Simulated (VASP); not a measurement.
# Mg (P6_3/mmc) in VASP: further runs, part 2 of 3

VASP 6.6.1. Earlier steps stand in the parts before.

### 4 Relaxation of cell and atoms, r2SCAN, target pressure 18.6 GPa, at which the enthalpy is minimised

This run uses another cell than the first one, of 23.24 Å³/atom.

POSCAR reads:

```
Mg
1.0
    3.2093000000      0.0000000000      0.0000000000
   -1.6046500000      2.7793353284      0.0000000000
    0.0000000000      0.0000000000      5.2103000000
Mg
2
Direct
    0.3333333333      0.6666666667      0.2500000000
    0.6666666667      0.3333333333      0.7500000000
```

INCAR.step1 reads:

```
PREC = Accurate ; ENCUT = 600
ISMEAR = 0 ; SIGMA = 0.1
LREAL = False ; LASPH = True
NELM = 100 ; GGA = PE
ALGO = Normal ; EDIFF = 1E-4
LWAVE = True ; LCHARG = False
```

INCAR.step2 reads:

```
PREC = Accurate ; ENCUT = 600
EDIFF = 1E-6 ; ISMEAR = 0
SIGMA = 0.1 ; LREAL = False
LASPH = True ; NELM = 100
ALGO = Normal ; ISIF = 3
LWAVE = False ; LCHARG = False
METAGGA = R2SCAN ; LMIXTAU = True
IBRION = 2 ; NSW = 80
EDIFFG = -0.05 ; PSTRESS = 186.0
ISTART = 1
```

KPOINTS reads:

```
regular mesh
0
Gamma
  9 9 4
```

Potentials or basis: VASP PAW PBE potentials, release 64 (Mg).

Started as:

```bash
$ cat potpaw_PBE.64/Mg/POTCAR > POTCAR
$ cp INCAR.step1 INCAR
$ mpirun -np 1 vasp_std > vasp.out
$ cp INCAR.step2 INCAR
$ mpirun -np 1 vasp_std > vasp.out
```

OUTCAR:

```text
PREC = Accurate
   ENCUT = 600
   EDIFF = 1E-6
   ISMEAR = 0
   LREAL = False
   LASPH = True
   NELM = 100
   ISIF = 3
   METAGGA = R2SCAN
   IBRION = 2
   NSW = 80
   EDIFFG = -0.05
   PSTRESS = 186.0
   ISTART = 1

 ion  position               nearest neighbor table
   1  0.333  0.667  0.250-   2 3.20   2 3.20   2 3.20   2 3.20   2 3.20   2 3.20
   2  0.667  0.333  0.750-   1 3.20   1 3.20   1 3.20   1 3.20   1 3.20   1 3.20

  LATTYP: Found a hexagonal cell.
 ALAT       =     3.2093000000
 C/A-ratio  =     1.6235004518

  Lattice vectors:

 A1 = (   3.2093000000,   0.0000000000,   0.0000000000)
 A2 = (  -1.6046500000,   2.7793353284,   0.0000000000)
 A3 = (   0.0000000000,   0.0000000000,   5.2103000000)

Analysis of symmetry for initial positions (statically):
=====================================================================
 Subroutine PRICEL returns:
 Original cell was already a primitive cell.

 Routine SETGRP: Setting up the symmetry group for a
 hexagonal supercell.

 Subroutine GETGRP returns: Found 24 space group operations
 (whereof 12 operations were pure point group operations)
 out of a pool of 24 trial point group operations.

The static configuration has the point symmetry D_3d.
 The point group associated with its full space group is D_6h.

Analysis of symmetry for dynamics (positions and initial velocities):
=====================================================================
 Subroutine PRICEL returns:
 Original cell was already a primitive cell.

 Routine SETGRP: Setting up the symmetry group for a
 hexagonal supercell.

 Subroutine GETGRP returns: Found 24 space group operations
 (whereof 12 operations were pure point group operations)
 out of a pool of 24 trial point group operations.

The dynamic configuration has the point symmetry D_3d.
 The point group associated with its full space group is D_6h.

 Subroutine INISYM returns: Found 24 space group operations
 (whereof 12 operations are pure point group operations),
 and found     1 'primitive' translations

----------------------------------------------------------------------------------------

                                     Primitive cell

  volume of cell :      46.4744

  direct lattice vectors                    reciprocal lattice vectors
     3.209300000  0.000000000  0.000000000     0.311594429  0.179899127  0.000000000
    -1.604650000  2.779335328  0.000000000     0.000000000  0.359798255  0.000000000
     0.000000000  0.000000000  5.210300000     0.000000000  0.000000000  0.191927528

  length of vectors
     3.209300000  3.209300000  5.210300000     0.359798255  0.359798255  0.191927528

  position of ions in fractional coordinates (direct lattice)
     0.333333333  0.666666667  0.250000000
     0.666666667  0.333333333  0.750000000

  ion indices of the primitive-cell ions
   primitive index   ion index
                 1           1
                 2           2

----------------------------------------------------------------------------------------

 KPOINTS: regular mesh

Automatic generation of k-mesh.
 Grid dimensions read from file:
 generate k-points for:    9    9    4

 Generating k-lattice:

  Cartesian coordinates                     Fractional coordinates (reciprocal lattice)
     0.034621603  0.019988792  0.000000000     0.111111111 -0.000000000  0.000000000
     0.000000000  0.039977584  0.000000000     0.000000000  0.111111111  0.000000000
     0.000000000  0.000000000  0.047981882     0.000000000  0.000000000  0.250000000

  Length of vectors
     0.039977584  0.039977584  0.047981882

  Shift w.r.t. Gamma in fractional coordinates (k-lattice)
     0.000000000  0.000000000  0.000000000

 Subroutine IBZKPT returns following result:
 ===========================================

 Found     36 irreducible k-points:

 Following reciprocal coordinates:
            Coordinates               Weight
  0.000000  0.000000  0.000000      1.000000
  0.111111  0.000000  0.000000      6.000000
  0.222222 -0.000000  0.000000      6.000000
  0.333333  0.000000  0.000000      6.000000
  0.444444 -0.000000  0.000000      6.000000
  0.111111  0.111111  0.000000      6.000000
[... 16 lines left out ...]
  0.333333  0.222222  0.250000     24.000000
  0.333333  0.333333  0.250000      4.000000
 [... further k-points ...]
   k-points           NKPTS =     36   k-points in BZ     NKDIM =     36   number of bands    NBANDS=      6
   number of dos      NEDOS =    301   number of ions     NIONS =      2
   total plane-waves  NPLWV =  32928
   dimension x,y,z NGX =    28 NGY =   28 NGZ =   42
   dimension x,y,z NGXF=    56 NGYF=   56 NGZF=   84
   ions per type =               2
   NGX,Y,Z   is equivalent  to a cutoff of  14.50, 14.50, 13.40 a.u.
   NGXF,Y,Z  is equivalent  to a cutoff of  29.01, 29.01, 26.80 a.u.
 SYSTEM =  unknown system
   PREC   = accura    normal or accurate (medium, high low for compatibility)
   ISTART =      1    job   : 0-new  1-cont  2-samecut
   ICHARG =      0    charge: 1-file 2-atom 10-const
   ISPIN  =      1    spin polarized calculation?
   LNONCOLLINEAR =      F non collinear calculations
   LSORBIT =      F    spin-orbit coupling
   LASPH  =      T    aspherical Exc in radial PAW
   ENCUT  =  600.0 eV  44.10 Ry    6.64 a.u.   6.41  6.41 10.41*2*pi/ulx,y,z
   NELM   =    100;   NELMIN=  2; NELMDL=  0     # of ELM steps
   EDIFF  = 0.1E-05   stopping-criterion for ELM
   LREAL  =      F    real-space projection
   EDIFFG = -.5E-01   stopping-criterion for IOM
   NSW    =     80    number of steps for IOM
   IBRION =      2    ionic relax: 0-MD 1-quasi-New 2-CG
   NFREE  =      1    steps in history (QN), initial steepest desc. (CG)
   ISIF   =      3    stress and relaxation
   ISYM   =      2    0-nonsym 1-usesym 2-fastsym
   POTIM  = 0.5000    time-step for ionic-motion
   TEBEG  =    0.0;   TEEND  =   0.0 temperature during run
   PSTRESS=  186.0 pullay stress
   NELECT =       4.0000    total number of electrons
   NUPDOWN=      -1.0000    fix difference up-down
   EMIN   =  10.00;   EMAX   =-10.00  energy-range for DOS
   EFERMI =   0.00;   METHOD = LEGACY
   ISMEAR =     0;   SIGMA  =   0.10  broadening in eV -4-tet -1-fermi 0-gaus
   EFERMI_NEDOS =   21; number of points for ismear=-14 and -15
   IALGO  =     38    algorithm
   IMIX   =      4    mixing-type and parameters
     AMIX     =   0.40;   BMIX     =  1.00
     AMIX_MAG =   1.60;   BMIX_MAG =  1.00
  volume/ion in A,a.u.               =      23.24       156.81
  Fermi-wavevector in a.u.,A,eV,Ry     =   0.722809  1.365911  7.108401  0.522453
  Thomas-Fermi vector in A             =   1.812866
   LORBIT       =      0    0 simple, 1 ext, 2 COOP (PROOUT), +10 PAW based schemes
   METAGGA = R2SCAN    functional components
   LHFCALC =     F    Hartree Fock is set to
   AEXX    =    0.0000 exact exchange contribution
   IVDW    =     0    specifies the selected vdW correction
   LEPSILON=     F    determine dielectric tensor
   LRPA    =     F    only Hartree local field effects (RPA)
 conjugate gradient relaxation of ions
 non-spin polarized calculation
 Gauss-broadening in eV      SIGMA  =   0.10
  energy-cutoff  :      600.00
  volume of cell :       46.47
 maximum number of plane-waves:      1567
 NGX is ok and might be reduce to    28
   NGX = 13   NGY = 13   NGZ = 21

--------------------------------------- Ionic step        1  -------------------------------------------

 number of electron       4.0000000 magnetization

 Free energy of the ion-electron system (eV)
  ---------------------------------------------------
  ext. energy  EPLUGINS =         0.00000000
  ---------------------------------------------------
  free energy    TOTEN  =        -8.28583471 eV

  energy without entropy =       -8.27987760  energy(sigma->0) =       -8.28285615

 E-fermi :   2.4304     XC(G=0):  -9.0009

 val. band max:        2.3708896731   @ k =   0.4444   0.1111   0.5000
 cond. band min:       2.6831806563   @ k =   0.4444  -0.0000   0.2500
 fundamental gap:      0.3122909831
 Fermi energy:         2.4304355149

 k-point     1 :       0.0000    0.0000    0.0000
  band No.  band energies     occupation
      1      -4.7527      2.00000
      2       0.6973      2.00000
      3       1.3881      2.00000
      4      14.2150      0.00000
      5      14.2151      0.00000
      6      14.3478      0.00000
[... 505 lines left out ...]
  enthalpy is  TOTEN    =        -3.5916517928 eV   P V=        3.4431810907

--------------------------------------- Ionic step        3  -------------------------------------------

 number of electron       4.0000000 magnetization

 Free energy of the ion-electron system (eV)
  ---------------------------------------------------
  ext. energy  EPLUGINS =         0.00000000
  ---------------------------------------------------
  free energy    TOTEN  =        -7.79972322 eV

  energy without entropy =       -7.79652632  energy(sigma->0) =       -7.79812477

 E-fermi :   4.2617     XC(G=0): -10.0516

 val. band max:        4.2603688820   @ k =   0.4444   0.1111   0.5000
 cond. band min:       4.2640524124   @ k =   0.2222  -0.0000   0.0000
 fundamental gap:      0.0036835304
 Fermi energy:         4.2616739717

 k-point     1 :       0.0000    0.0000    0.0000
  band No.  band energies     occupation
      1      -4.4164      2.00000
      2       1.9519      2.00000
      3       3.1630      2.00000
      4      17.9485      0.00000
      5      17.9485      0.00000
      6      18.8335      0.00000
[... 236 lines left out ...]
  FREE ENERGIE OF THE ION-ELECTRON SYSTEM (eV)
  ---------------------------------------------------
  free  energy   TOTEN  =        -7.7997232156 eV

  energy  without entropy=       -7.7965263206  energy(sigma->0) =       -7.79812477

  enthalpy is  TOTEN    =        -3.8272643309 eV   P V=        3.9724588847

 reached required accuracy - stopping structural energy minimisation
```

OSZICAR.step1:

```text
N       E                     dE             d eps       ncg     rms          rms(c)
DAV:   1     0.372862771919E+00    0.37286E+00   -0.13635E+03   432   0.527E+02
DAV:   2    -0.299133016314E+01   -0.33642E+01   -0.31808E+01   582   0.307E+01
DAV:   3    -0.302432203819E+01   -0.32992E-01   -0.32757E-01   642   0.353E+00
DAV:   4    -0.302440966537E+01   -0.87627E-04   -0.87623E-04   552   0.164E-01
DAV:   5    -0.302441032288E+01   -0.65751E-06   -0.65750E-06   594   0.118E-02    0.955E-01
DAV:   6    -0.301838021574E+01    0.60301E-02   -0.65578E-04   492   0.301E-01    0.612E-01
DAV:   7    -0.301094506746E+01    0.74351E-02   -0.25596E-03   486   0.525E-01    0.341E-02
DAV:   8    -0.301095760594E+01   -0.12538E-04   -0.13238E-05   396   0.337E-02
   1 F= -.30109576E+01 E0= -.30083940E+01  d E =-.512721E-02
```

Run time: 2.2 min. Hardware: 1 thread of Oxide Virtual Turin-like, shared host; peak memory 0.16 GiB.

Results:

| Property | Result |
| --- | --- |
| Free energy | -7.7997 eV |
| Relaxed volume | 17.11 Å³/atom |
| Relaxed cell | a = 2.896 Å, b = 2.896 Å, c = 4.710 Å, α = 90.00°, β = 90.00°, γ = 120.00° |
| Space group after relaxing (to 0.1 Å) | P6_3/mmc (No. 194) |
| Energy change on relaxing (the run minimises the enthalpy) | +243.1 meV/atom |
| Ionic steps | 3 |
| Pressure after relaxing | 18.5 GPa |
| Band gap on the k mesh | zero (bands 2 and 3 overlap by 2.14 eV) |

The path:
| step | energy change (eV) | largest force (eV/Å) | pressure (GPa) | volume (Å³) |
| --- | --- | --- | --- | --- |
| 1 | 0.0000 | 0.0000 | -1.27 | 46.47 |
| 2 | 1.2510 | 0.0000 | 37.06 | 29.66 |
| 3 | 0.4861 | 0.0000 | 18.48 | 34.22 |

Final structure:
```cif
data_structure
_symmetry_space_group_name_H-M 'P 1'
_symmetry_Int_Tables_number 1
_cell_length_a 2.8963
_cell_length_b 2.8963
_cell_length_c 4.7103
_cell_angle_alpha 90.000
_cell_angle_beta 90.000
_cell_angle_gamma 120.000
_cell_volume 34.22
loop_
_atom_site_label
_atom_site_type_symbol
_atom_site_fract_x
_atom_site_fract_y
_atom_site_fract_z
_atom_site_occupancy
Mg1 Mg 0.33333 0.66667 0.25000 1
Mg2 Mg 0.66667 0.33333 0.75000 1
```

Caveat: the cell is relaxed towards a set pressure, so the run minimises the enthalpy, not the energy; the volume moved by over 15 % at a fixed basis, so the end points are rough; the PAW data sets were made with another functional, which shifts forces and pressure a little.

[end of part 2 of 3]
